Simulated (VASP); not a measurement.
LiAl3O:

```
Li Al O
1.0
     2.85000    0.00000    0.00000
    -1.42500    2.46817    0.00000
     0.00000    0.00000   18.40000
Li Al O
2 6 2
Direct
  0.66667 0.33333 0.12500
  0.33333 0.66667 0.87500
  0.00000 0.00000 0.00000
  0.00000 0.00000 0.75000
  0.66667 0.33333 0.62500
  0.00000 0.00000 0.25000
  0.33333 0.66667 0.37500
  0.00000 0.00000 0.50000
  0.33333 0.66667 0.05400
  0.66667 0.33333 0.94600
```

| Property | Result |
| --- | --- |
| Program | VASP 6.6.1 |
| Task | relaxation of cell and atoms |
| Functional | PBE |
| Potentials or basis | VASP PAW PBE potentials, release 64 (Li_sv, Al, O) |
| Cutoff | 600 eV |
| k mesh | 6 × 6 × 1 |
| Occupations | gaussian, width 0.2 eV |
| Spin | no spin polarisation |

At the start: pressure 2.8 GPa; volume 12.94 Å³/atom.

Problem. Where does the relaxation end?

Solution. Over 5 steps the energy falls by 8.0 meV/atom and the volume is 13.36 Å³/atom (+3.2 %); space group P-3m1 (No. 164, to 0.1 Å) before and after.

Step by step:
| step | energy change (eV) | largest force (eV/Å) | pressure (GPa) | volume (Å³) |
| --- | --- | --- | --- | --- |
| 1 | 0.0000 | 0.3649 | 2.80 | 129.43 |
| 2 | -0.0611 | 0.3564 | -0.63 | 133.71 |
| 3 | -0.0614 | 0.3128 | -0.42 | 133.43 |
| 4 | -0.0774 | 0.1131 | -0.23 | 133.51 |
| 5 | -0.0799 | 0.0718 | -0.10 | 133.55 |

Final structure:
```
CELL_PARAMETERS angstrom
2.85104 0.00000 0.00000
-1.42552 2.46907 0.00000
0.00000 0.00000 18.97174
ATOMIC_POSITIONS crystal
Li 0.66667 0.33333 0.12590
Li 0.33333 0.66667 0.87410
Al 0.00000 0.00000 0.00000
Al 0.00000 0.00000 0.74894
Al 0.66667 0.33333 0.62633
Al 0.00000 0.00000 0.25106
Al 0.33333 0.66667 0.37367
Al 0.00000 0.00000 0.50000
O 0.33333 0.66667 0.05390
O 0.66667 0.33333 0.94610
```

Caveat: the k points lie up to 0.42 Å⁻¹ apart in the final cell, too coarse for converged energies and pressures of a metal; the cutoff is under 1.25 times the usual one of these potentials, so pressure, stress and relaxed cells hold a basis-set (Pulay) error; the relaxation stopped at a loose force limit of 0.08 eV/Å, so its end isn't a converged minimum.
